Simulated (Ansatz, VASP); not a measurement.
**One calculation of InSb, two programs**

The input INCAR:

```
PREC = Accurate
ENCUT = 520
EDIFF = 1E-7
ISMEAR = 0
SIGMA = 0.15
LREAL = False
LASPH = True
NELM = 80
ALGO = Normal
ISIF = 2
LWAVE = False
LCHARG = False
GGA = PE
NBANDS = 36
```

KPOINTS

```
Automatic mesh
0
Gamma
  16 16 6
```

POSCAR

```
InSb
1.0
    3.0751386619     -3.0751386619      0.0000000000
    3.0751386619      0.0000000000     -3.0751386619
    6.1502773237      6.1502773237      6.1502773237
In Sb
3 3
Direct
    0.3333333333      0.3333333333      0.6666666667
    0.6666666667      0.6666666667      0.3333333333
    1.0000000000      0.0000000000      0.0000000000
    0.6666666667      0.6666666667      0.8333333333
    1.0000000000      0.0000000000      0.5000000000
    0.3333333333      0.3333333333      0.1666666667
```

Input for Ansatz:

```yaml
crystal:
  lattice:
    - [3.0751386619, -3.0751386619, 0.0]
    - [3.0751386619, 0.0, -3.0751386619]
    - [6.1502773237, 6.1502773237, 6.1502773237]
  atoms:
    - { symbol: In, position: [0.3333333333, 0.3333333333, 0.6666666667] }
    - { symbol: In, position: [0.6666666667, 0.6666666667, 0.3333333333] }
    - { symbol: In, position: [1.0, 0.0, 0.0] }
    - { symbol: Sb, position: [0.6666666667, 0.6666666667, 0.8333333333] }
    - { symbol: Sb, position: [1.0, 0.0, 0.5] }
    - { symbol: Sb, position: [0.3333333333, 0.3333333333, 0.1666666667] }
basis:
  ecutwfc: 420
kpoints:
  mp_grid: { grid: [16, 16, 6] }
hamiltonian:
  xc: pbe
scf:
  occupations: { method: gaussian, width: 0.15 }
output:
  forces: true
  stress: true
  eigenvalues: true
  write_density: true
  write_potential: true
  elf: true
  volumetric_format: npy
```

Alike in both runs: task single point; functional PBE; k mesh 16 × 16 × 6; occupations gaussian, width 0.15 eV; no spin polarisation.

```csv
,VASP,Ansatz
version,VASP 6.6.1,Ansatz 0.2.0
potentials or method,"VASP PAW PBE potentials, release 64 (In_d, Sb), cutoff 520 eV","scalar-relativistic, plane waves, PAW"
valence electrons in the cell,54,84
```

```tsv
	VASP	Ansatz	Ansatz less VASP
gap on the k mesh at the Fermi level (eV)	none	none	-
pressure (GPa)	-0.1	-0.1	+0.03
```

A gap of «none» marks a metal or a gap that the smearing closes. The functional is the same, so the differences come from potentials, cutoffs and numerics. VASP's potentials hold 54 valence electrons a cell and Ansatz's 84, so a difference there can come from the potentials and not from the codes.

Neither program's run includes spin-orbit coupling.
